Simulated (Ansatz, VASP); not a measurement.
# Mg in VASP and in Ansatz

```
CELL_PARAMETERS angstrom
2.92775 0.00000 0.00000
0.00000 2.92775 0.00000
0.00000 0.00000 2.92775
ATOMIC_POSITIONS crystal
Mg 0.00000 0.00000 0.00000
```

Alike in both runs: task relaxation of cell and atoms; functional revPBE; k mesh 11 × 11 × 11; occupations fermi-dirac, width 0.1 eV; no spin polarisation.

```csv
,VASP,Ansatz
version,VASP 6.6.1,Ansatz 0.2.0
potentials or method,"VASP PAW PBE potentials, release 64 (Mg), cutoff 600 eV","plane waves (420 eV) with PAW, scalar-relativistic"
valence electrons in the cell,2,10
```

VASP gave:

| Item | Value |
| --- | --- |
| relaxed volume (Å³/atom) | 28.21 |
| relaxed cell length with the largest relative difference (Å) | 3.044 |

Estimate Ansatz's values.

relaxed volume (Å³/atom): 28.32; relaxed cell length with the largest relative difference (Å): 3.048.

VASP's potentials were made for PBE, not for revPBE. VASP's potentials hold 2 valence electrons a cell and Ansatz's 10, so a difference there can come from the potentials and not from the codes.
